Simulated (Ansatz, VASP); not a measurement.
# BaS in VASP and in Ansatz

INCAR

```
ALGO = Normal
EDIFF = 1E-8
ENCUT = 520
ISIF = 2
ISMEAR = -1
LASPH = T
LCHARG = F
LEFG = T
LREAL = F
LWAVE = F
NBANDS = 15
NELM = 60
PREC = Accurate
SIGMA = 0.01
```

Contents of KPOINTS:

```
k-points
0
Gamma
  7 7 7
```

File POSCAR:

```
BaS
1.0
    0.0000000000      3.2043605431      3.2043605431
    3.2043605431      0.0000000000      3.2043605431
    3.2043605431      3.2043605431      0.0000000000
Ba S
1 1
Direct
    0.0000000000      0.0000000000      0.0000000000
    0.5000000000      0.5000000000      0.5000000000
```

Input for Ansatz:

```yaml
crystal:
  lattice:
    - [0.0, 3.2043605431, 3.2043605431]
    - [3.2043605431, 0.0, 3.2043605431]
    - [3.2043605431, 3.2043605431, 0.0]
  atoms:
    - { symbol: Ba, position: [0.0, 0.0, 0.0] }
    - { symbol: S, position: [0.5, 0.5, 0.5] }
kpoints:
  mp_grid: { grid: [7, 7, 7] }
scf:
  occupations: { method: fermi_dirac, width: 0.01 }
hamiltonian:
  xc: lda
  pseudopotentials: { kind: all_electron, datasets: crystal }
output:
  forces: true
  stress: true
  eigenvalues: true
  efg: { contact_densities: true }
```

Change from the starting cell: volume scaled by 1.01, crystal datasets.

Alike in both runs: task electric field gradients; functional LDA; k mesh 7 × 7 × 7; occupations fermi-dirac, width 0.01 eV; no spin polarisation.

|  | VASP | Ansatz |
| --- | --- | --- |
| version | VASP 6.6.1 | Ansatz 0.2.0 |
| potentials or method | VASP PAW LDA potentials, release 64 (Ba_sv, S), cutoff 520 eV | all-electron PAW with datasets made for the crystal, scalar-relativistic |

|  | VASP | Ansatz | Ansatz less VASP |
| --- | --- | --- | --- |
| gap on the k mesh at the Fermi level (eV) | 1.98 | 2.08 | +0.101 |
| pressure (GPa) | -2.2 | -2.9 | -0.61 |

LDA's correlation is that of Perdew and Zunger in VASP and of Perdew and Wang (1992) in Ansatz. Ansatz ran all-electron here, and VASP with PAW potentials.

Neither program's run includes spin-orbit coupling.
